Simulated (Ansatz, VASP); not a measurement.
# Two plane-wave programs on In2O3

```
CELL_PARAMETERS angstrom
2.74350 1.58396 4.83667
-2.74350 1.58396 4.83667
0.00000 -3.16792 4.83667
ATOMIC_POSITIONS crystal
In 0.85731 0.85731 0.85731
In 0.64269 0.64269 0.64269
In 0.14269 0.14269 0.14269
In 0.35731 0.35731 0.35731
O 0.04800 0.75000 0.45200
O 0.75000 0.45200 0.04800
O 0.45200 0.04800 0.75000
O 0.95200 0.25000 0.54800
O 0.25000 0.54800 0.95200
O 0.54800 0.95200 0.25000
```

Alike in both runs: functional LDA; k mesh 6 × 6 × 6; occupations fermi-dirac, width 0.05 eV; no spin polarisation.

|  | VASP | Ansatz |
| --- | --- | --- |
| version | VASP 6.6.1 | Ansatz 0.2.0 |
| potentials or method | VASP PAW LDA potentials, release 64 (In_d, O) | Ansatz PAW |
| plane-wave cutoff (eV) | 520 | 420 |
| valence electrons in the cell | 88 | 88 |
| task | single point | band structure |

|  | VASP | Ansatz | Ansatz less VASP |
| --- | --- | --- | --- |
| gap on the k mesh at the Fermi level (eV) | 1.20 | 1.18 | -0.024 |
| least direct gap on the mesh (eV) | 1.25 | 1.22 | -0.023 |
| pressure (GPa) | -2.5 | -3.2 | -0.68 |
| traceless stress, the component that is largest in VASP (GPa) | -0.34 | -0.22 | +0.124 |
| rms of the force components (eV/Å) | 0.086 | 0.082 | -0.0036 |

LDA's correlation is that of Perdew and Zunger in VASP and of Perdew and Wang (1992) in Ansatz. Atom by atom the forces differ by 0.004 eV/Å (rms over components).
